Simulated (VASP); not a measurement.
# Cr (Pm-3m) in VASP: further runs, part 2 of 2

VASP 6.6.1. The steps go on from the part before.

### 3 Single point, PBE

This run uses another cell than the first one, of 13.06 Å³/atom.

INCAR

```
SYSTEM = Cr
PREC = Accurate
ENCUT = 500
EDIFF = 1E-6
ISMEAR = -1
SIGMA = 0.06122561905347299
LREAL = .FALSE.
LASPH = .TRUE.
NELM = 120
ALGO = Normal
ISIF = 2
LWAVE = .FALSE.
LCHARG = .TRUE.
GGA = PE
LELF = .TRUE.
LVHAR = .TRUE.
NBANDS = 12
GGA_COMPAT = .FALSE.
```

KPOINTS

```
regular mesh
0
G
  23 23 23
  0 0 0
```

POSCAR

```
Cr
1.0
    2.3547220700      0.0000000000      0.0000000000
    0.0000000000      2.3547220700      0.0000000000
    0.0000000000      0.0000000000      2.3547220700
Cr
1
Direct
    0.0000000000      0.0000000000      0.0000000000
```

Potentials or basis: VASP PAW PBE potentials, release 64 (Cr_pv).

The run is started by

```sh
$ cat potpaw_PBE.64/Cr_pv/POTCAR > POTCAR
$ mpirun -np 1 vasp_std > vasp.out
```

OUTCAR:

```text
SYSTEM = Cr
   PREC = Accurate
   ENCUT = 500
   EDIFF = 1E-6
   ISMEAR = -1
   LREAL = .FALSE.
   LASPH = .TRUE.
   NELM = 120
   ISIF = 2
   GGA = PE

 ion  position               nearest neighbor table
   1  0.000  0.000  0.000-

  LATTYP: Found a simple cubic cell.
 ALAT       =     2.3547220700

  Lattice vectors:

 A1 = (   2.3547220700,   0.0000000000,   0.0000000000)
 A2 = (   0.0000000000,   2.3547220700,   0.0000000000)
 A3 = (   0.0000000000,   0.0000000000,   2.3547220700)

Analysis of symmetry for initial positions (statically):
=====================================================================
 Subroutine PRICEL returns:
 Original cell was already a primitive cell.

 Routine SETGRP: Setting up the symmetry group for a
 simple cubic supercell.

 Subroutine GETGRP returns: Found 48 space group operations
 (whereof 48 operations were pure point group operations)
 out of a pool of 48 trial point group operations.

The static configuration has the point symmetry O_h .

Analysis of symmetry for dynamics (positions and initial velocities):
=====================================================================
 Subroutine PRICEL returns:
 Original cell was already a primitive cell.

 Routine SETGRP: Setting up the symmetry group for a
 simple cubic supercell.

 Subroutine GETGRP returns: Found 48 space group operations
 (whereof 48 operations were pure point group operations)
 out of a pool of 48 trial point group operations.

The dynamic configuration has the point symmetry O_h .

 Subroutine INISYM returns: Found 48 space group operations
 (whereof 48 operations are pure point group operations),
 and found     1 'primitive' translations

----------------------------------------------------------------------------------------

                                     Primitive cell

  volume of cell :      13.0563

  direct lattice vectors                    reciprocal lattice vectors
     2.354722070  0.000000000  0.000000000     0.424678569  0.000000000  0.000000000
     0.000000000  2.354722070  0.000000000     0.000000000  0.424678569  0.000000000
     0.000000000  0.000000000  2.354722070     0.000000000  0.000000000  0.424678569

  length of vectors
     2.354722070  2.354722070  2.354722070     0.424678569  0.424678569  0.424678569

  position of ions in fractional coordinates (direct lattice)
     0.000000000  0.000000000  0.000000000

  ion indices of the primitive-cell ions
   primitive index   ion index
                 1           1

----------------------------------------------------------------------------------------

 KPOINTS: regular mesh

Automatic generation of k-mesh.
 Grid dimensions read from file:
 generate k-points for:   23   23   23

 Generating k-lattice:

  Cartesian coordinates                     Fractional coordinates (reciprocal lattice)
     0.018464286  0.000000000  0.000000000     0.043478261  0.000000000  0.000000000
     0.000000000  0.018464286  0.000000000     0.000000000  0.043478261  0.000000000
     0.000000000  0.000000000  0.018464286     0.000000000  0.000000000  0.043478261

  Length of vectors
     0.018464286  0.018464286  0.018464286

  Shift w.r.t. Gamma in fractional coordinates (k-lattice)
     0.000000000  0.000000000  0.000000000

 Subroutine IBZKPT returns following result:
 ===========================================

 Found    364 irreducible k-points:

 Following reciprocal coordinates:
            Coordinates               Weight
  0.000000  0.000000  0.000000      1.000000
  0.043478  0.000000  0.000000      6.000000
  0.086957  0.000000  0.000000      6.000000
  0.130435  0.000000  0.000000      6.000000
  0.173913  0.000000  0.000000      6.000000
  0.217391  0.000000  0.000000      6.000000
[... 16 lines left out ...]
  0.478261  0.043478  0.000000     24.000000
  0.086957  0.086957  0.000000     12.000000
 [... further k-points ...]
   k-points           NKPTS =    364   k-points in BZ     NKDIM =    364   number of bands    NBANDS=     12
   number of dos      NEDOS =    301   number of ions     NIONS =      1
   total plane-waves  NPLWV =   5832
   dimension x,y,z NGX =    18 NGY =   18 NGZ =   18
   dimension x,y,z NGXF=    36 NGYF=   36 NGZF=   36
   ions per type =               1
   NGX,Y,Z   is equivalent  to a cutoff of  12.71, 12.71, 12.71 a.u.
   NGXF,Y,Z  is equivalent  to a cutoff of  25.42, 25.42, 25.42 a.u.
 SYSTEM =  Cr
   PREC   = accura    normal or accurate (medium, high low for compatibility)
   ISTART =      0    job   : 0-new  1-cont  2-samecut
   ICHARG =      2    charge: 1-file 2-atom 10-const
   ISPIN  =      1    spin polarized calculation?
   LNONCOLLINEAR =      F non collinear calculations
   LSORBIT =      F    spin-orbit coupling
   LASPH  =      T    aspherical Exc in radial PAW
   ENCUT  =  500.0 eV  36.75 Ry    6.06 a.u.   4.29  4.29  4.29*2*pi/ulx,y,z
   NELM   =    120;   NELMIN=  2; NELMDL= -5     # of ELM steps
   EDIFF  = 0.1E-05   stopping-criterion for ELM
   LREAL  =      F    real-space projection
   EDIFFG = 0.1E-04   stopping-criterion for IOM
   NSW    =      0    number of steps for IOM
   IBRION =     -1    ionic relax: 0-MD 1-quasi-New 2-CG
   NFREE  =      0    steps in history (QN), initial steepest desc. (CG)
   ISIF   =      2    stress and relaxation
   ISYM   =      2    0-nonsym 1-usesym 2-fastsym
   POTIM  = 0.5000    time-step for ionic-motion
   TEBEG  =    0.0;   TEEND  =   0.0 temperature during run
   PSTRESS=    0.0 pullay stress
   NELECT =      12.0000    total number of electrons
   NUPDOWN=      -1.0000    fix difference up-down
   EMIN   =  10.00;   EMAX   =-10.00  energy-range for DOS
   EFERMI =   0.00;   METHOD = LEGACY
   ISMEAR =    -1;   SIGMA  =   0.06  broadening in eV -4-tet -1-fermi 0-gaus
   EFERMI_NEDOS =   21; number of points for ismear=-14 and -15
   IALGO  =     38    algorithm
   IMIX   =      4    mixing-type and parameters
     AMIX     =   0.40;   BMIX     =  1.00
     AMIX_MAG =   1.60;   BMIX_MAG =  1.00
  volume/ion in A,a.u.               =      13.06        88.11
  Fermi-wavevector in a.u.,A,eV,Ry     =   1.591704  3.007884 34.470647  2.533521
  Thomas-Fermi vector in A             =   2.690203
   LORBIT       =      0    0 simple, 1 ext, 2 COOP (PROOUT), +10 PAW based schemes
   GGA     = PE    functional components
   LHFCALC =     F    Hartree Fock is set to
   AEXX    =    0.0000 exact exchange contribution
   IVDW    =     0    specifies the selected vdW correction
   LEPSILON=     F    determine dielectric tensor
   LRPA    =     F    only Hartree local field effects (RPA)
 non-spin polarized calculation
  energy-cutoff  :      500.00
  volume of cell :       13.06
 maximum number of plane-waves:       342
 NGX is ok and might be reduce to    18
   NGX =  9   NGY =  9   NGZ =  9

 number of electron      12.0000015 magnetization

 Free energy of the ion-electron system (eV)
  ---------------------------------------------------
  ext. energy  EPLUGINS =         0.00000000
  ---------------------------------------------------
  free energy    TOTEN  =        -8.50383556 eV

  energy without entropy =       -8.48593036  energy(sigma->0) =       -8.49488296

 E-fermi :   9.4024     XC(G=0): -12.8473

 val. band max:        9.3965296169   @ k =   0.3478   0.3043   0.1739
 cond. band min:       9.4096738755   @ k =   0.3043   0.3043   0.0870
 fundamental gap:      0.0131442586
 Fermi energy:         9.4024391126

 k-point     1 :       0.0000    0.0000    0.0000
  band No.  band energies     occupation
      1     -33.1509      2.00000
      2     -33.1509      2.00000
      3     -33.1509      2.00000
      4       2.1280      2.00000
      5       6.3093      2.00000
      6       6.3093      2.00000
      7      11.7980      0.00000
      8      11.7980      0.00000
      9      11.7980      0.00000
     10      16.9092      0.00000
     11      28.7540      0.00000
     12      28.7540      0.00000
[... 331 lines left out ...]
 k-point    24 :       0.0870    0.0870    0.0000
  band No.  band energies     occupation
      1     -33.2222      2.00000
      2     -33.2132      2.00000
      3     -33.1384      2.00000
      4       2.5975      2.00000
      5       6.4676      2.00000
      6       6.5886      2.00000
      7      11.4746      0.00000
      8      11.6231      0.00000
      9      11.6832      0.00000
     10      16.9092      0.00000
     11      26.9238      0.00000
     12      27.2129      0.00000

 [... further k-points ...]

------------------------ aborting loop because EDIFF is reached ----------------------------------------

  FORCE on cell =-STRESS in cart. coord.  units (eV):
  Direction    XX          YY          ZZ          XY          YZ          ZX
  --------------------------------------------------------------------------------------
  -------------------------------------------------------------------------------------
  Total       -0.3015757     -0.3015757     -0.3015757      0.0000000     -0.0000000      0.0000000
  in kB      -37.0073456    -37.0073456    -37.0073456      0.0000000     -0.0000000      0.0000000
  external PRESSURE =     -37.0073456 kB  Pullay stress =       0.0000000 kB

 VOLUME and BASIS-vectors are now :
 -----------------------------------------------------------------------------
  energy-cutoff  :      500.00
  volume of cell :       13.06
      direct lattice vectors                 reciprocal lattice vectors
     2.354722070  0.000000000  0.000000000     0.424678569  0.000000000  0.000000000
     0.000000000  2.354722070  0.000000000     0.000000000  0.424678569  0.000000000
     0.000000000  0.000000000  2.354722070     0.000000000  0.000000000  0.424678569

 POSITION                                       TOTAL-FORCE (eV/Angst)
 -----------------------------------------------------------------------------------
      0.00000      0.00000      0.00000         0.000000      0.000000      0.000000
 -----------------------------------------------------------------------------------
    total drift:                                0.000000      0.000000     -0.000000

  FREE ENERGIE OF THE ION-ELECTRON SYSTEM (eV)
  ---------------------------------------------------
  free  energy   TOTEN  =        -8.5038355638 eV

  energy  without entropy=       -8.4859303587  energy(sigma->0) =       -8.49488296
```

OSZICAR:

```text
N       E                     dE             d eps       ncg     rms          rms(c)
DAV:   1     0.817844427688E+02    0.81784E+02   -0.69983E+03  8748   0.114E+03
DAV:   2    -0.828785938770E+01   -0.90072E+02   -0.86437E+02  8872   0.289E+02
DAV:   3    -0.959595869577E+01   -0.13081E+01   -0.13001E+01  9700   0.424E+01
DAV:   4    -0.960370181544E+01   -0.77431E-02   -0.77429E-02  9500   0.326E+00
DAV:   5    -0.960380810740E+01   -0.10629E-03   -0.10629E-03  9684   0.353E-01    0.103E+01
DAV:   6    -0.851974331671E+01    0.10841E+01   -0.38093E+00  9196   0.290E+01    0.174E+00
DAV:   7    -0.850779741884E+01    0.11946E-01   -0.59858E-02  8972   0.360E+00    0.999E-01
DAV:   8    -0.850392861332E+01    0.38688E-02   -0.37995E-03  9688   0.729E-01    0.103E-01
DAV:   9    -0.850385263060E+01    0.75983E-04   -0.43737E-04  9076   0.294E-01    0.295E-02
DAV:  10    -0.850383648347E+01    0.16147E-04   -0.14502E-05  9660   0.560E-02    0.265E-03
DAV:  11    -0.850383556377E+01    0.91969E-06   -0.14909E-07  5384   0.510E-03
   1 F= -.85038356E+01 E0= -.84948830E+01  d E =-.179052E-01
```

stdout:

```text
POSCAR found type information on POSCAR Cr
 POSCAR found :  1 types and       1 ions
 scaLAPACK will be used
 LDA part: xc-table for (Slater+PW92), standard interpolation
 POSCAR, INCAR and KPOINTS ok, starting setup
 FFT: planning ... GRIDC
 FFT: planning ... GRID_SOFT
 FFT: planning ... GRID
 WAVECAR not read
 entering main loop
```

It took 64 s on 1 thread of AMD EPYC 7R13, shared host; peak memory 0.13 GiB.

Results:

```
Free energy            : -8.5038 eV
Pressure               : -3.7 GPa
Band gap on the k mesh : zero (bands 6 and 7 overlap by 1.64 eV)
```

Levels at points of the mesh, in eV from the Fermi level:
| k point | band 2 | band 3 | band 4 | band 5 | band 6 | band 7 | band 8 | band 9 | band 10 | band 11 |
| --- | --- | --- | --- | --- | --- | --- | --- | --- | --- | --- |
| (0.00, 0.00, 0.00) | -42.55 | -42.55 | -7.27 | -3.09 | -3.09 | 2.40 | 2.40 | 2.40 | 7.51 | 19.35 |

Caveat: the cell stands under tension; the run has no spin polarisation, though such a crystal can be magnetic. Spin polarisation is off, so any magnetic state and its effect on volume and gap are missing.
